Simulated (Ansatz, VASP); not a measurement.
## One calculation of Y5Zr, two programs

File INCAR:

```
PREC     = Accurate       # precision mode
ENCUT    = 520            # plane-wave cutoff, eV
EDIFF    = 1E-6           # SCF threshold, eV
ISMEAR   = -1             # smearing method
SIGMA    = 0.05           # smearing width, eV
LREAL    = False          # projectors in reciprocal space
LASPH    = True           # aspherical terms in the spheres
NELM     = 80             # most SCF steps
ALGO     = Normal         # electronic algorithm
ISIF     = 2              # what is computed and relaxed
LWAVE    = False          # write WAVECAR
LCHARG   = True           # write CHGCAR
LDIPOL   = True         
IDIPOL   = 3            
DIPOL    = 0.5 0.5 0.500
GGA      = PE             # functional
LELF     = True           # ELF
LVHAR    = True         
LVACPOTAV= True         
NBANDS   = 42             # bands
```

File KPOINTS:

```
Automatic mesh
0
Gamma
  10 7 1
```

Contents of POSCAR:

```
Y5Zr
1.0
    3.6580181829      0.0000000000      0.0000000000
    0.0000000000      5.6733912590      0.0000000000
    0.0000000000      0.0000000000     23.3919000000
Zr Y
1 5
Direct
    0.7500000000      0.7500000000      0.3462357758
    0.2500000000      0.2500000000      0.3925698162
    0.2500000000      0.7500000000      0.4755114704
    0.7500000000      0.2500000000      0.5244885275
    0.7500000000      0.7500000000      0.6074301869
    0.2500000000      0.2500000000      0.6537642232
```

Input for Ansatz:

```yaml
crystal:
  lattice:
    - [3.6580181829, 0.0, 0.0]
    - [0.0, 5.673391259, 0.0]
    - [0.0, 0.0, 23.3919]
  atoms:
    - { symbol: Zr, position: [0.75, 0.75, 0.3462357758] }
    - { symbol: "Y", position: [0.25, 0.25, 0.3925698162] }
    - { symbol: "Y", position: [0.25, 0.75, 0.4755114704] }
    - { symbol: "Y", position: [0.75, 0.25, 0.5244885275] }
    - { symbol: "Y", position: [0.75, 0.75, 0.6074301869] }
    - { symbol: "Y", position: [0.25, 0.25, 0.6537642232] }
kpoints:
  mp_grid: { grid: [10, 7, 1] }
scf:
  occupations: { method: fermi_dirac, width: 0.05 }
hamiltonian:
  xc: pbe
  pseudopotentials: { kind: all_electron, lapw: { basis_error: 0.001 } }
output:
  forces: true
  stress: true
  eigenvalues: true
efield:
  axis: 3
  amplitude: 0
  dipole_correction: true
```

Alike in both runs: task single point; functional PBE; k mesh 10 × 7 × 1; occupations fermi-dirac, width 0.05 eV; no spin polarisation.

|  | VASP | Ansatz |
| --- | --- | --- |
| version | VASP 6.6.1 | Ansatz 0.2.0 |
| potentials or method | VASP PAW PBE potentials, release 64 (Zr_sv, Y_sv), cutoff 520 eV | all-electron LAPW, scalar-relativistic |

VASP gave:

- rms of the force components (eV/Å): 0.295

**Question.** What did Ansatz give for the same quantities?

**Answer.** rms of the force components (eV/Å): 0.296.

Atom by atom the forces differ by 0.003 eV/Å (rms over components). Ansatz ran all-electron here, and VASP with PAW potentials.
